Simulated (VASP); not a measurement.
# Cs3Al (Pm-3m) in VASP: a series of runs

The runs below take Cs3Al through relaxation of cell and atoms, single point, with PBE.

Everything below comes from runs of VASP 6.6.1. Logs are shortened: lines on timing, memory, paths and dates and some standing lists are left out, and cuts for length are marked.

## Step 1: The cell of the first run

Symmetry: Pm-3m, No. 221, cubic system. Conventional cell: a = 5.289 Å, b = 5.289 Å, c = 5.289 Å, α = 90.00°, β = 90.00°, γ = 90.00°. Cs (site symmetry 4/mmm) has 8 Cs at 3.74 Å and 4 Al at 3.74 Å within 4.9 Å. Al (site symmetry m-3m) has 12 Cs at 3.74 Å within 4.9 Å.

## Step 2: Relaxation of cell and atoms, PBE

Input file INCAR:

```
PREC = Accurate ; ENCUT = 600
EDIFF = 1E-6 ; ISMEAR = 0
SIGMA = 0.1 ; LREAL = False
LASPH = True ; NELM = 80
ALGO = Normal ; ISIF = 3
LWAVE = False ; LCHARG = False
GGA = PE ; IBRION = 2
NSW = 90 ; EDIFFG = -0.04
```

Input file KPOINTS:

```
Automatic mesh
0
Gamma
  4 4 4
```

Input file POSCAR:

```
Cs3Al
1.0
    5.2893095062      0.0000000000      0.0000000000
    0.0000000000      5.2893095062      0.0000000000
    0.0000000000      0.0000000000      5.2893095062
Cs Al
3 1
Direct
    0.0000000000      0.5000000000      0.5000000000
    0.5000000000      0.0000000000      0.5000000000
    0.5000000000      0.5000000000      0.0000000000
    0.0000000000      0.0000000000      0.0000000000
```

Potentials or basis: VASP PAW PBE potentials, release 64 (Cs_sv, Al).

On the command line:

```
$ cat potpaw_PBE.64/Cs_sv/POTCAR potpaw_PBE.64/Al/POTCAR > POTCAR
$ mpirun -np 1 vasp_std > vasp.out
```

OUTCAR:

```text
PREC = Accurate
   ENCUT = 600
   EDIFF = 1E-6
   ISMEAR = 0
   LREAL = False
   LASPH = True
   NELM = 80
   ISIF = 3
   GGA = PE
   IBRION = 2
   NSW = 90
   EDIFFG = -0.04

 ion  position               nearest neighbor table
   1  0.000  0.500  0.500-
   2  0.500  0.000  0.500-
   3  0.500  0.500  0.000-
   4  0.000  0.000  0.000-

  LATTYP: Found a simple cubic cell.
 ALAT       =     5.2893095062

  Lattice vectors:

 A1 = (   5.2893095062,   0.0000000000,   0.0000000000)
 A2 = (   0.0000000000,   5.2893095062,   0.0000000000)
 A3 = (   0.0000000000,   0.0000000000,   5.2893095062)

Analysis of symmetry for initial positions (statically):
=====================================================================
 Subroutine PRICEL returns:
 Original cell was already a primitive cell.

 Routine SETGRP: Setting up the symmetry group for a
 simple cubic supercell.

 Subroutine GETGRP returns: Found 48 space group operations
 (whereof 48 operations were pure point group operations)
 out of a pool of 48 trial point group operations.

The static configuration has the point symmetry O_h .

Analysis of symmetry for dynamics (positions and initial velocities):
=====================================================================
 Subroutine PRICEL returns:
 Original cell was already a primitive cell.

 Routine SETGRP: Setting up the symmetry group for a
 simple cubic supercell.

 Subroutine GETGRP returns: Found 48 space group operations
 (whereof 48 operations were pure point group operations)
 out of a pool of 48 trial point group operations.

The dynamic configuration has the point symmetry O_h .

 Subroutine INISYM returns: Found 48 space group operations
 (whereof 48 operations are pure point group operations),
 and found     1 'primitive' translations

----------------------------------------------------------------------------------------

                                     Primitive cell

  volume of cell :     147.9779

  direct lattice vectors                    reciprocal lattice vectors
     5.289309506  0.000000000  0.000000000     0.189060595  0.000000000  0.000000000
     0.000000000  5.289309506  0.000000000     0.000000000  0.189060595  0.000000000
     0.000000000  0.000000000  5.289309506     0.000000000  0.000000000  0.189060595

  length of vectors
     5.289309506  5.289309506  5.289309506     0.189060595  0.189060595  0.189060595

  position of ions in fractional coordinates (direct lattice)
     0.000000000  0.500000000  0.500000000
     0.500000000  0.000000000  0.500000000
     0.500000000  0.500000000  0.000000000
     0.000000000  0.000000000  0.000000000

  ion indices of the primitive-cell ions
   primitive index   ion index
                 1           1
                 2           2
                 3           3
                 4           4

----------------------------------------------------------------------------------------

 KPOINTS: Automatic mesh

Automatic generation of k-mesh.
 Grid dimensions read from file:
 generate k-points for:    4    4    4

 Generating k-lattice:

  Cartesian coordinates                     Fractional coordinates (reciprocal lattice)
     0.047265149  0.000000000  0.000000000     0.250000000  0.000000000  0.000000000
     0.000000000  0.047265149  0.000000000     0.000000000  0.250000000  0.000000000
     0.000000000  0.000000000  0.047265149     0.000000000  0.000000000  0.250000000

  Length of vectors
     0.047265149  0.047265149  0.047265149

  Shift w.r.t. Gamma in fractional coordinates (k-lattice)
     0.000000000  0.000000000  0.000000000

 Subroutine IBZKPT returns following result:
 ===========================================

 Found     10 irreducible k-points:

 Following reciprocal coordinates:
            Coordinates               Weight
  0.000000  0.000000  0.000000      1.000000
  0.250000  0.000000  0.000000      6.000000
  0.500000  0.000000  0.000000      3.000000
  0.250000  0.250000  0.000000     12.000000
  0.500000  0.250000  0.000000     12.000000
  0.500000  0.500000  0.000000      3.000000
  0.250000  0.250000  0.250000      8.000000
  0.500000  0.250000  0.250000     12.000000
  0.500000  0.500000  0.250000      6.000000
  0.500000  0.500000  0.500000      1.000000
   k-points           NKPTS =     10   k-points in BZ     NKDIM =     10   number of bands    NBANDS=     19
   number of dos      NEDOS =    301   number of ions     NIONS =      4
   total plane-waves  NPLWV =  74088
   dimension x,y,z NGX =    42 NGY =   42 NGZ =   42
   dimension x,y,z NGXF=    84 NGYF=   84 NGZF=   84
   ions per type =               3   1
   NGX,Y,Z   is equivalent  to a cutoff of  13.20, 13.20, 13.20 a.u.
   NGXF,Y,Z  is equivalent  to a cutoff of  26.40, 26.40, 26.40 a.u.
 SYSTEM =  unknown system
   PREC   = accura    normal or accurate (medium, high low for compatibility)
   ISTART =      0    job   : 0-new  1-cont  2-samecut
   ICHARG =      2    charge: 1-file 2-atom 10-const
   ISPIN  =      1    spin polarized calculation?
   LNONCOLLINEAR =      F non collinear calculations
   LSORBIT =      F    spin-orbit coupling
   LASPH  =      T    aspherical Exc in radial PAW
   ENCUT  =  600.0 eV  44.10 Ry    6.64 a.u.  10.56 10.56 10.56*2*pi/ulx,y,z
   NELM   =     80;   NELMIN=  2; NELMDL= -5     # of ELM steps
   EDIFF  = 0.1E-05   stopping-criterion for ELM
   LREAL  =      F    real-space projection
   EDIFFG = -.4E-01   stopping-criterion for IOM
   NSW    =     90    number of steps for IOM
   IBRION =      2    ionic relax: 0-MD 1-quasi-New 2-CG
   NFREE  =      1    steps in history (QN), initial steepest desc. (CG)
   ISIF   =      3    stress and relaxation
   ISYM   =      2    0-nonsym 1-usesym 2-fastsym
   POTIM  = 0.5000    time-step for ionic-motion
   TEBEG  =    0.0;   TEEND  =   0.0 temperature during run
   PSTRESS=    0.0 pullay stress
   NELECT =      30.0000    total number of electrons
   NUPDOWN=      -1.0000    fix difference up-down
   EMIN   =  10.00;   EMAX   =-10.00  energy-range for DOS
   EFERMI =   0.00;   METHOD = LEGACY
   ISMEAR =     0;   SIGMA  =   0.10  broadening in eV -4-tet -1-fermi 0-gaus
   EFERMI_NEDOS =   21; number of points for ismear=-14 and -15
   IALGO  =     38    algorithm
   IMIX   =      4    mixing-type and parameters
     AMIX     =   0.40;   BMIX     =  1.00
     AMIX_MAG =   1.60;   BMIX_MAG =  1.00
  volume/ion in A,a.u.               =      36.99       249.65
  Fermi-wavevector in a.u.,A,eV,Ry     =   0.961722  1.817391 12.584157  0.924909
  Thomas-Fermi vector in A             =   2.091119
   LORBIT       =      0    0 simple, 1 ext, 2 COOP (PROOUT), +10 PAW based schemes
   GGA     = PE    functional components
   LHFCALC =     F    Hartree Fock is set to
   AEXX    =    0.0000 exact exchange contribution
   IVDW    =     0    specifies the selected vdW correction
   LEPSILON=     F    determine dielectric tensor
   LRPA    =     F    only Hartree local field effects (RPA)
 conjugate gradient relaxation of ions
 non-spin polarized calculation
 Gauss-broadening in eV      SIGMA  =   0.10
  energy-cutoff  :      600.00
  volume of cell :      147.98
 maximum number of plane-waves:      4972
   NGX = 21   NGY = 21   NGZ = 21

--------------------------------------- Ionic step        1  -------------------------------------------

 number of electron      29.9999999 magnetization

 Free energy of the ion-electron system (eV)
  ---------------------------------------------------
  ext. energy  EPLUGINS =         0.00000000
  ---------------------------------------------------
  free energy    TOTEN  =        -3.32830712 eV

  energy without entropy =       -3.29203416  energy(sigma->0) =       -3.31017064

------------------------ aborting loop because EDIFF is reached ----------------------------------------

  FORCE on cell =-STRESS in cart. coord.  units (eV):
  Direction    XX          YY          ZZ          XY          YZ          ZX
  --------------------------------------------------------------------------------------
  -------------------------------------------------------------------------------------
  Total        5.5947073      5.5947073      5.5947073      0.0000000      0.0000000     -0.0000000
  in kB       60.5746634     60.5746634     60.5746634      0.0000000      0.0000000     -0.0000000
  external PRESSURE =      60.5746634 kB  Pullay stress =       0.0000000 kB

 VOLUME and BASIS-vectors are now :
 -----------------------------------------------------------------------------
  energy-cutoff  :      600.00
  volume of cell :      147.98
      direct lattice vectors                 reciprocal lattice vectors
     5.289309506  0.000000000  0.000000000     0.189060595  0.000000000  0.000000000
     0.000000000  5.289309506  0.000000000     0.000000000  0.189060595  0.000000000
     0.000000000  0.000000000  5.289309506     0.000000000  0.000000000  0.189060595
[... 153 lines left out ...]
 POSITION                                       TOTAL-FORCE (eV/Angst)
 -----------------------------------------------------------------------------------
      0.00000      3.25148      3.25148         0.000000      0.000000      0.000000
      3.25148      0.00000      3.25148         0.000000      0.000000      0.000000
      3.25148      3.25148     -0.00000        -0.000000     -0.000000      0.000000
      0.00000      0.00000      0.00000        -0.000000     -0.000000      0.000000
 -----------------------------------------------------------------------------------
    total drift:                                0.000000     -0.000000     -0.000000

  FREE ENERGIE OF THE ION-ELECTRON SYSTEM (eV)
  ---------------------------------------------------
  free  energy   TOTEN  =        -4.7004757029 eV

  energy  without entropy=       -4.6732247298  energy(sigma->0) =       -4.68685022

--------------------------------------- Ionic step        6  -------------------------------------------

 number of electron      30.0000025 magnetization

 Free energy of the ion-electron system (eV)
  ---------------------------------------------------
  ext. energy  EPLUGINS =         0.00000000
  ---------------------------------------------------
  free energy    TOTEN  =        -4.70434005 eV

  energy without entropy =       -4.67608542  energy(sigma->0) =       -4.69021274

 E-fermi :   1.4867     XC(G=0):  -6.6770

 val. band max:        1.4543744283   @ k =   0.2500   0.2500   0.2500
 cond. band min:       1.4963255005   @ k =   0.5000   0.5000   0.0000
 fundamental gap:      0.0419510722
 Fermi energy:         1.4866613264

 k-point     1 :       0.0000    0.0000    0.0000
  band No.  band energies     occupation
      1     -22.0988      2.00000
      2     -22.0306      2.00000
      3     -22.0306      2.00000
      4      -9.1808      2.00000
      5      -9.1808      2.00000
      6      -9.1808      2.00000
[... 11 lines left out ...]
     18       2.3372      0.00000
     19       2.3372      0.00000
[... 218 lines left out ...]
 POSITION                                       TOTAL-FORCE (eV/Angst)
 -----------------------------------------------------------------------------------
      0.00000      3.21571      3.21571         0.000000      0.000000      0.000000
      3.21571      0.00000      3.21571         0.000000     -0.000000      0.000000
      3.21571      3.21571     -0.00000        -0.000000      0.000000      0.000000
      0.00000      0.00000      0.00000        -0.000000      0.000000      0.000000
 -----------------------------------------------------------------------------------
    total drift:                                0.000000     -0.000000     -0.000000

  FREE ENERGIE OF THE ION-ELECTRON SYSTEM (eV)
  ---------------------------------------------------
  free  energy   TOTEN  =        -4.7043400547 eV

  energy  without entropy=       -4.6760854186  energy(sigma->0) =       -4.69021274

 reached required accuracy - stopping structural energy minimisation
```

It took 96 s on 1 thread of Intel Xeon 6975P-C (Granite Rapids), shared host; peak memory 0.27 GiB.

Results:

```yaml
Free_energy: -4.7043 eV
Relaxed_volume: 66.51 Å³/atom
Relaxed_cell: a = 6.431 Å, b = 6.431 Å, c = 6.431 Å, α = 90.00°, β = 90.00°, γ = 90.00°
Space_group_after_relaxing_to_0.1_Å: Pm-3m (No. 221)
Energy_gained_by_relaxing: 344.0 meV/atom
Ionic_steps: 6
Pressure_after_relaxing: 0.0 GPa
Band_gap_on_the_k_mesh: zero (bands 15 and 16 overlap by 0.64 eV)
```

Step by step:
```csv
step,energy change (eV),largest force (eV/Å),pressure (GPa),volume (Å³)
1,0.0000,0.0000,6.06,147.98
2,-0.8341,0.0000,2.76,180.00
3,-1.2947,0.0000,0.75,226.04
4,-1.2120,0.0000,-0.58,340.42
5,-1.3722,0.0000,-0.13,275.00
6,-1.3760,0.0000,-0.01,266.02
```

Final structure:
```
Cs Al
1.0
     6.43142    0.00000    0.00000
     0.00000    6.43142    0.00000
     0.00000    0.00000    6.43142
Cs Al
3 1
Cartesian
  0.0000 3.2157 3.2157
  3.2157 0.0000 3.2157
  3.2157 3.2157 0.0000
  0.0000 0.0000 0.0000
```

Caveat: the volume moved by over 15 % at a fixed basis, so the end points are rough; spin-orbit coupling is left out, which moves the levels of the heavy elements.

## Step 3: Single point, PBE

This run uses another cell than the first one, of 65.97 Å³/atom.

Input file INCAR:

```
ALGO = Fast
EDIFF = 1E-6
ENCUT = 520
GGA = PE
ISIF = 2
ISMEAR = 0
LASPH = T
LCHARG = F
LREAL = F
LWAVE = F
NBANDS = 23
NELM = 60
PREC = Accurate
SIGMA = 0.1
```

Input file KPOINTS:

```
k-points
0
Gamma
  8 8 8
```

Input file POSCAR:

```
Cs3Al
1.0
    6.4139379875      0.0000000000      0.0000000000
    0.0000000000      6.4139379875      0.0000000000
    0.0000000000      0.0000000000      6.4139379875
Cs Al
3 1
Direct
    0.0000000000      0.5000000000      0.5000000000
    0.5000000000      0.0000000000      0.5000000000
    0.5000000000      0.5000000000      0.0000000000
    0.0000000000      0.0000000000      0.0000000000
```

Potentials or basis: VASP PAW PBE potentials, release 64 (Cs_sv, Al).

On the command line:

```
$ cat potpaw_PBE.64/Cs_sv/POTCAR potpaw_PBE.64/Al/POTCAR > POTCAR
$ mpirun -np 1 vasp_std > vasp.out
```

Run time: 1.8 min. Hardware: 1 thread of Intel Xeon 6975P-C (Granite Rapids), shared host; peak memory 0.41 GiB.

Results (log left out):

```
Free energy            : -4.6965 eV
Pressure               : 0.0 GPa
Band gap on the k mesh : zero (bands 15 and 16 overlap by 0.64 eV)
```

Levels at points of the mesh, in eV from the Fermi level:
```csv
k point,band 13,band 14,band 15,band 16,band 17,band 18
"(0.00, 0.00, 0.00)",-4.40,-1.01,0.59,0.59,0.59,0.83
"(0.50, 0.00, 0.00)",-4.15,-1.17,0.14,0.18,0.18,1.54
"(0.50, 0.50, 0.00)",-4.09,-0.56,-0.56,-0.02,0.53,1.65
"(0.50, 0.50, 0.50)",-4.17,0.13,0.13,0.13,0.40,0.40
```

Caveat: spin-orbit coupling is left out, which moves the levels of the heavy elements.

## Step 4: Single point, PBE

This run uses another cell than the first one, of 65.97 Å³/atom.

Input file INCAR:

```
SYSTEM = Cs3Al
  PREC = Accurate
  ENCUT = 520
  EDIFF = 1E-6
  ISMEAR = 0
  SIGMA = 0.1
  LREAL = .FALSE.
  LASPH = .TRUE.
  NELM = 100
  ALGO = Fast
  ISIF = 2
  LWAVE = .FALSE.
  LCHARG = .TRUE.
  GGA = PE
  LELF = .TRUE.
  LVHAR = .TRUE.
  NBANDS = 23
```

Input file KPOINTS:

```
regular mesh
0
G
  8 8 8
  0 0 0
```

POSCAR is that of step 3.

On the command line:

```
$ cat potpaw_PBE.64/Cs_sv/POTCAR potpaw_PBE.64/Al/POTCAR > POTCAR
$ mpirun -np 1 vasp_std > vasp.out
```

Run time: 98 s. Hardware: 1 thread of Intel Xeon 6975P-C (Granite Rapids), shared host; peak memory 0.41 GiB.

It converged, with:

```
Free energy            : -4.6965 eV
Pressure               : 0.0 GPa
Band gap on the k mesh : zero (bands 15 and 16 overlap by 0.64 eV)
```

Levels at points of the mesh, in eV from the Fermi level:
```csv
k point,band 11,band 12,band 13,band 14,band 15,band 16,band 17,band 18,band 19,band 20
"(0.00, 0.00, 0.00)",-10.18,-10.18,-4.40,-1.01,0.59,0.59,0.59,0.83,0.83,1.30
"(0.50, 0.00, 0.00)",-10.22,-10.22,-4.15,-1.17,0.14,0.18,0.18,1.54,1.67,1.76
"(0.50, 0.50, 0.00)",-10.28,-10.12,-4.09,-0.56,-0.56,-0.02,0.53,1.65,1.65,1.91
"(0.50, 0.50, 0.50)",-10.12,-10.12,-4.17,0.13,0.13,0.13,0.40,0.40,0.40,1.84
```

Caveat: spin-orbit coupling is left out, which moves the levels of the heavy elements.

## Step 5: Relaxation of cell and atoms, PBE

This run uses another cell than the first one, of 61.47 Å³/atom.

Input file INCAR:

```
SYSTEM = Cs3Al
PREC = Accurate ; ENCUT = 600
EDIFF = 1E-6 ; ISMEAR = 0
SIGMA = 0.1 ; LREAL = .False.
LASPH = .True. ; NELM = 100
ALGO = Fast ; ISIF = 3
LWAVE = .False. ; LCHARG = .False.
GGA = PE ; IBRION = 2
NSW = 100 ; EDIFFG = -0.01
```

Input file KPOINTS:

```
Automatic mesh
0
Gamma
  8 8 8
  0 0 0
```

Input file POSCAR:

```
Cs3Al
1.0
    6.2647382099      0.0000000000      0.0000000000
    0.0000000000      6.2647382099      0.0000000000
    0.0000000000      0.0000000000      6.2647382099
Cs Al
3 1
Direct
    0.0000000000      0.5000000000      0.5000000000
    0.5000000000      0.0000000000      0.5000000000
    0.5000000000      0.5000000000      0.0000000000
    0.0000000000      0.0000000000      0.0000000000
```

On the command line:

```
$ cat potpaw_PBE.64/Cs_sv/POTCAR potpaw_PBE.64/Al/POTCAR > POTCAR
$ mpirun -np 1 vasp_std > vasp.out
```

Run time: 4.6 min. Hardware: 1 thread of Intel Xeon 6975P-C (Granite Rapids), shared host; peak memory 0.48 GiB.

Results (log left out):

```
Free energy                           : -4.6959 eV
Relaxed volume                        : 66.17 Å³/atom
Relaxed cell                          : a = 6.421 Å, b = 6.421 Å, c = 6.421 Å, α = 90.00°, β = 90.00°, γ = 90.00°
Space group after relaxing (to 0.1 Å) : Pm-3m (No. 221)
Energy gained by relaxing             : 4.3 meV/atom
Ionic steps                           : 4
Pressure after relaxing               : 0.0 GPa
Band gap on the k mesh                : zero (bands 15 and 16 overlap by 0.64 eV)
```

The path:
```
step  energy change (eV)  largest force (eV/Å)  pressure (GPa)  volume (Å³)
   1              0.0000                0.0000            0.30       245.87
   2             -0.0066                0.0000            0.23       249.93
   3             -0.0167                0.0000            0.04       261.91
   4             -0.0172                0.0000            0.01       264.68
```

Final structure:
```
Cs Al
1.0
     6.42056    0.00000    0.00000
     0.00000    6.42056    0.00000
     0.00000    0.00000    6.42056
Cs Al
3 1
Direct
  0.00000 0.50000 0.50000
  0.50000 0.00000 0.50000
  0.50000 0.50000 0.00000
  0.00000 0.00000 0.00000
```

Levels at points of the mesh, in eV from the Fermi level:
| k point | band 11 | band 12 | band 13 | band 14 | band 15 | band 16 | band 17 | band 18 | band 19 |
| --- | --- | --- | --- | --- | --- | --- | --- | --- | --- |
| (0.00, 0.00, 0.00) | -10.19 | -10.19 | -4.40 | -1.01 | 0.59 | 0.59 | 0.59 | 0.83 | 0.83 |
| (0.50, 0.00, 0.00) | -10.22 | -10.22 | -4.15 | -1.17 | 0.14 | 0.18 | 0.18 | 1.53 | 1.67 |
| (0.50, 0.50, 0.00) | -10.29 | -10.13 | -4.09 | -0.56 | -0.56 | -0.02 | 0.52 | 1.65 | 1.65 |
| (0.50, 0.50, 0.50) | -10.12 | -10.12 | -4.17 | 0.13 | 0.13 | 0.13 | 0.40 | 0.40 | 0.40 |

Caveat: spin-orbit coupling is left out, which moves the levels of the heavy elements.

## Step 6: The runs side by side

| task | cell | k mesh | cutoff (eV) | gap on the mesh (eV) | pressure (GPa) | relaxed volume (Å³/atom) |
| --- | --- | --- | --- | --- | --- | --- |
| relaxation of cell and atoms | relaxed from a = 5.289 Å, 4 atoms | 4 × 4 × 4 | 600 | none | 0.0 | 66.51 |
| single point | a = 6.414 Å, 4 atoms | 8 × 8 × 8 | 520 | none | 0.0 | - |
| relaxation of cell and atoms | relaxed from a = 6.265 Å, 4 atoms | 8 × 8 × 8 | 600 | none | 0.0 | 66.17 |

Alike in all rows: level PBE; potentials or basis VASP PAW PBE potentials, release 64 (Cs_sv, Al); no spin polarisation; smearing gaussian 0.1 eV.

Caveats: spin-orbit coupling is left out, which moves the levels of the heavy elements; the volume moved by over 15 % at a fixed basis, so the end points are rough (at least some runs).

Absolute energies hang on the potentials; compare differences alone.

The gap in the log of VASP goes by the Fermi energy; the results here count the filled bands.